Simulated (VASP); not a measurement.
# Pb (P6/mmm) in VASP: further runs, part 2 of 2

VASP 6.6.1. Earlier steps stand in the parts before.

## Step 3: Single point, PBE (volume scaled by 0.8)

The input, INCAR:

```
SYSTEM = Pb
PREC = Accurate
ENCUT = 520
EDIFF = 1E-7
ISMEAR = -1
SIGMA = 0.1
LREAL = .False.
LASPH = .True.
NELM = 100
ALGO = Normal
ISIF = 2
LWAVE = .False.
LCHARG = .False.
GGA = PE
NBANDS = 13
```

The input, KPOINTS:

```
regular mesh
0
Gamma
  13 13 12
  0 0 0
```

The input, POSCAR:

```
Pb
1.0
    3.1816731649      0.0000000000      0.0000000000
   -1.5908365825      2.7554097874      0.0000000000
    0.0000000000      0.0000000000      3.0208511722
Pb
1
Direct
    0.0000000000      0.0000000000      0.0000000000
```

Potentials or basis: VASP PAW PBE potentials, release 64 (Pb_d).

Launch:

```bash
> cat potpaw_PBE.64/Pb_d/POTCAR > POTCAR
> mpirun -np 1 vasp_std > vasp.out
```

OUTCAR:

```text
SYSTEM = Pb
   PREC = Accurate
   ENCUT = 520
   EDIFF = 1E-7
   ISMEAR = -1
   LREAL = .False.
   LASPH = .True.
   NELM = 100
   ISIF = 2
   GGA = PE

 ion  position               nearest neighbor table
   1  0.000  0.000  0.000-

  LATTYP: Found a hexagonal cell.
 ALAT       =     3.1816731649
 C/A-ratio  =     0.9494536414

  Lattice vectors:

 A1 = (   3.1816731649,   0.0000000000,   0.0000000000)
 A2 = (  -1.5908365825,   2.7554097874,   0.0000000000)
 A3 = (   0.0000000000,   0.0000000000,   3.0208511722)

Analysis of symmetry for initial positions (statically):
=====================================================================
 Subroutine PRICEL returns:
 Original cell was already a primitive cell.

 Routine SETGRP: Setting up the symmetry group for a
 hexagonal supercell.

 Subroutine GETGRP returns: Found 24 space group operations
 (whereof 24 operations were pure point group operations)
 out of a pool of 24 trial point group operations.

The static configuration has the point symmetry D_6h.

Analysis of symmetry for dynamics (positions and initial velocities):
[... 168 lines left out ...]
      3      -8.4418      2.00000
      4      -7.9406      2.00000
      5      -7.9406      2.00000
      6      -4.0571      2.00000
      7      14.1770      0.00000
      8      16.6506      0.00000
      9      16.6506      0.00000
     10      18.4791      0.00000
     11      18.9621      0.00000
     12      21.5086      0.00000
     13      22.3312      0.00000
[... 354 lines left out ...]
  band No.  band energies     occupation
      1      -8.8074      2.00000
      2      -8.4655      2.00000
      3      -8.3254      2.00000
      4      -8.0160      2.00000
      5      -7.9722      2.00000
      6      -3.4219      2.00000
      7      12.9194      0.00000
      8      13.3692      0.00000
      9      15.4661      0.00000
     10      18.1287      0.00000
     11      20.3241      0.00000
     12      23.4821      0.00000
     13      24.1843      0.00000

 [... further k-points ...]

------------------------ aborting loop because EDIFF is reached ----------------------------------------

  FORCE on cell =-STRESS in cart. coord.  units (eV):
  Direction    XX          YY          ZZ          XY          YZ          ZX
  --------------------------------------------------------------------------------------
  -------------------------------------------------------------------------------------
  Total        2.3666028      2.3666028      2.3724055     -0.0000000     -0.0000000      0.0000000
  in kB      143.1742342    143.1742342    143.5252823     -0.0000000     -0.0000000      0.0000000
  external PRESSURE =     143.2912502 kB  Pullay stress =       0.0000000 kB

 VOLUME and BASIS-vectors are now :
 -----------------------------------------------------------------------------
  energy-cutoff  :      520.00
  volume of cell :       26.48
      direct lattice vectors                 reciprocal lattice vectors
     3.181673165  0.000000000  0.000000000     0.314300039  0.181461212  0.000000000
    -1.590836582  2.755409787  0.000000000     0.000000000  0.362922424  0.000000000
     0.000000000  0.000000000  3.020851172     0.000000000  0.000000000  0.331032528

 POSITION                                       TOTAL-FORCE (eV/Angst)
 -----------------------------------------------------------------------------------
      0.00000      0.00000      0.00000         0.000000      0.000000      0.000000
 -----------------------------------------------------------------------------------
    total drift:                                0.000000     -0.000000      0.000000

  FREE ENERGIE OF THE ION-ELECTRON SYSTEM (eV)
  ---------------------------------------------------
  free  energy   TOTEN  =        -3.2292961821 eV

  energy  without entropy=       -3.2166915227  energy(sigma->0) =       -3.22299385
```

OSZICAR:

```text
N       E                     dE             d eps       ncg     rms          rms(c)
DAV:   1     0.107089783756E+03    0.10709E+03   -0.71623E+03  3875   0.131E+03
DAV:   2     0.177925375189E+01   -0.10531E+03   -0.10208E+03  4052   0.317E+02
DAV:   3    -0.313493636065E+01   -0.49142E+01   -0.48925E+01  4787   0.749E+01
DAV:   4    -0.324407142060E+01   -0.10914E+00   -0.10911E+00  4486   0.113E+01
DAV:   5    -0.324872330093E+01   -0.46519E-02   -0.46518E-02  5326   0.222E+00    0.927E-01
DAV:   6    -0.323373262740E+01    0.14991E-01   -0.17549E-02  4774   0.262E+00    0.478E-01
DAV:   7    -0.322945988152E+01    0.42727E-02   -0.87095E-03  5173   0.175E+00    0.119E-01
DAV:   8    -0.322930782956E+01    0.15205E-03   -0.76822E-04  4830   0.432E-01    0.118E-02
DAV:   9    -0.322929997218E+01    0.78574E-05   -0.20864E-05  5476   0.760E-02    0.732E-03
DAV:  10    -0.322929616147E+01    0.38107E-05   -0.15053E-06  4544   0.148E-02    0.542E-04
DAV:  11    -0.322929633770E+01   -0.17623E-06   -0.83414E-08  3212   0.389E-03    0.419E-04
DAV:  12    -0.322929613050E+01    0.20720E-06   -0.36419E-08  2516   0.362E-03    0.872E-05
DAV:  13    -0.322929618211E+01   -0.51607E-07   -0.54846E-09  2376   0.120E-03
   1 F= -.32292962E+01 E0= -.32229939E+01  d E =-.126047E-01
```

It took 17 s on 1 thread of Intel Xeon 6975P-C, shared host; peak memory 0.17 GiB.

Results:

* Free energy: -3.2293 eV
* Pressure: 14.3 GPa
* Band gap on the k mesh: zero (band 7 reaches 14.33 eV, above the bottom of band 8 at 6.71 eV)

Levels at points of the mesh, in eV from the Fermi level:
| k point | band 4 | band 5 | band 6 | band 7 | band 8 | band 9 | band 10 | band 11 |
| --- | --- | --- | --- | --- | --- | --- | --- | --- |
| (0.00, 0.00, 0.00) | -16.73 | -16.73 | -12.85 | 5.39 | 7.86 | 7.86 | 9.69 | 10.17 |
| (0.00, 0.00, 0.50) | -17.00 | -17.00 | -9.49 | -5.25 | 11.43 | 11.43 | 12.23 | 12.38 |

Caveat: the cell differs from its parent crystal (volume scaled by 0.8); spin-orbit coupling is left out, which moves the levels of the heavy elements.

## Step 4: Single point, PBE

This run uses another cell than the first one, of 29.79 Å³/atom, 1.286 times its volume.

The input, INCAR:

```
  PREC = Accurate
  ENCUT = 520
  EDIFF = 1E-7
  ISMEAR = -1
  SIGMA = 0.1
  LREAL = False
  LASPH = True
  NELM = 80
  ALGO = Normal
  ISIF = 2
  LWAVE = False
  LCHARG = False
  GGA = PE
  NBANDS = 13
```

The input, KPOINTS:

```
Automatic mesh
0
Gamma
  13 13 12
```

The input, POSCAR:

```
Pb
1.0
    3.3055757462      0.0000000000      0.0000000000
   -1.6527878731      2.8627125703      0.0000000000
    0.0000000000      0.0000000000      3.1484641698
Pb
1
Direct
    0.0000000000      0.0000000000      0.0000000000
```

Launch:

```bash
> cat potpaw_PBE.64/Pb_d/POTCAR > POTCAR
> mpirun -np 1 vasp_std > vasp.out
```

Run time: 23 s. Hardware: 1 thread of Intel Xeon 6975P-C, shared host; peak memory 0.19 GiB.

It converged, with:

```yaml
Free_energy: -3.4212 eV
Pressure: 5.0 GPa
Band_gap_on_the_k_mesh: zero (band 7 reaches 12.42 eV, above the bottom of band 8 at 5.58 eV)
```

Levels at points of the mesh, in eV from the Fermi level:
```csv
k point,band 5,band 6,band 7,band 8,band 9,band 10
"(0.00, 0.00, 0.00)",-16.65,-11.90,4.99,7.14,7.14,8.89
"(0.00, 0.00, 0.50)",-16.84,-9.17,-4.51,9.98,9.98,12.00
```

Caveat: spin-orbit coupling is left out, which moves the levels of the heavy elements.

## Step 5: Single point, PBE

The input, INCAR:

```
SYSTEM = Pb
PREC     = Accurate       ! precision mode
ENCUT    = 520            ! plane-wave cutoff, eV
EDIFF    = 1E-7           ! SCF threshold, eV
ISMEAR   = -1             ! smearing method
SIGMA    = 0.1            ! smearing width, eV
LREAL    = .FALSE.        ! projectors in reciprocal space
LASPH    = .TRUE.         ! aspherical terms in the spheres
NELM     = 60             ! most SCF steps
ALGO     = Normal         ! electronic algorithm
ISIF     = 2              ! what is computed and relaxed
LWAVE    = .FALSE.        ! write WAVECAR
LCHARG   = .FALSE.        ! write CHGCAR
GGA      = PE             ! functional
NBANDS   = 13             ! bands
```

The input, KPOINTS:

```
regular mesh
0
G
  13 13 12
  0 0 0
```

POSCAR is that of step 4.

Launch:

```bash
> cat potpaw_PBE.64/Pb_d/POTCAR > POTCAR
> mpirun -np 1 vasp_std > vasp.out
```

Wall time 29 s (1 thread of Intel Xeon 6975P-C, shared host); peak memory 0.19 GiB.

The run converged. Its results:

```
Free energy            : -3.4212 eV
Pressure               : 5.0 GPa
Band gap on the k mesh : zero (band 7 reaches 12.42 eV, above the bottom of band 8 at 5.58 eV)
```

Levels at points of the mesh, in eV from the Fermi level:
| k point | band 3 | band 4 | band 5 | band 6 | band 7 | band 8 | band 9 | band 10 | band 11 | band 12 |
| --- | --- | --- | --- | --- | --- | --- | --- | --- | --- | --- |
| (0.00, 0.00, 0.00) | -17.01 | -16.65 | -16.65 | -11.90 | 4.99 | 7.14 | 7.14 | 8.89 | 10.21 | 11.49 |
| (0.00, 0.00, 0.50) | -16.85 | -16.84 | -16.84 | -9.17 | -4.51 | 9.98 | 9.98 | 12.00 | 12.13 | 14.22 |

Caveat: spin-orbit coupling is left out, which moves the levels of the heavy elements.

## Step 6: Single point, PBE

This run uses another cell than the first one, of 33.10 Å³/atom, 1.429 times its volume.

The input, INCAR:

```
SYSTEM = Pb
  PREC = Accurate
  ENCUT = 520
  EDIFF = 1E-7
  ISMEAR = -1
  SIGMA = 0.1
  LREAL = .FALSE.
  LASPH = .TRUE.
  NELM = 80
  ALGO = Normal
  ISIF = 2
  LWAVE = .FALSE.
  LCHARG = .FALSE.
  GGA = PE
  NBANDS = 13
```

KPOINTS is that of step 5.

The input, POSCAR:

```
Pb
1.0
    3.4182284173      0.0000000000      0.0000000000
   -1.7091142087      2.9602726453      0.0000000000
    0.0000000000      0.0000000000      3.2715104496
Pb
1
Direct
    0.0000000000      0.0000000000      0.0000000000
```

Potentials or basis: VASP PAW PBE potentials, release 64 (Pb_d).

Launch:

```bash
> cat potpaw_PBE.64/Pb_d/POTCAR > POTCAR
> mpirun -np 1 vasp_std > vasp.out
```

Run time: 28 s. Hardware: 1 thread of Intel Xeon 6975P-C, shared host; peak memory 0.19 GiB.

Results (log left out):

* Free energy: -3.4692 eV
* Pressure: 0.0 GPa
* Band gap on the k mesh: zero (band 7 reaches 10.82 eV, above the bottom of band 8 at 4.70 eV)

Levels at points of the mesh, in eV from the Fermi level:
| k point | band 4 | band 5 | band 6 | band 7 | band 8 | band 9 | band 10 | band 11 |
| --- | --- | --- | --- | --- | --- | --- | --- | --- |
| (0.00, 0.00, 0.00) | -16.63 | -16.63 | -11.19 | 4.57 | 6.53 | 6.53 | 8.15 | 10.17 |
| (0.00, 0.00, 0.50) | -16.77 | -16.76 | -8.94 | -3.95 | 8.83 | 8.83 | 11.61 | 11.95 |

Caveat: spin-orbit coupling is left out, which moves the levels of the heavy elements.

## Step 7: Overview

```csv
cell,gap on the mesh (eV),pressure (GPa)
"a = 3.045, b = 3.045, c = 2.886 Å, angles 90.0, 90.0, 120.0°, 1 atom",none,32.1
"a = 3.182, b = 3.182, c = 3.021 Å, angles 90.0, 90.0, 120.0°, 1 atom",none,14.3
"a = 3.306, b = 3.306, c = 3.148 Å, angles 90.0, 90.0, 120.0°, 1 atom",none,5.0
"a = 3.418, b = 3.418, c = 3.272 Å, angles 90.0, 90.0, 120.0°, 1 atom",none,0.0
```

Alike in all rows: task single point; level PBE; potentials or basis VASP PAW PBE potentials, release 64 (Pb_d); no spin polarisation; k mesh 13 × 13 × 12; cutoff (eV) 520; smearing fermi-dirac 0.1 eV.

Caveats: spin-orbit coupling is left out, which moves the levels of the heavy elements.

Total energies depend on the potentials used, so only differences within one code and one set of settings carry meaning.
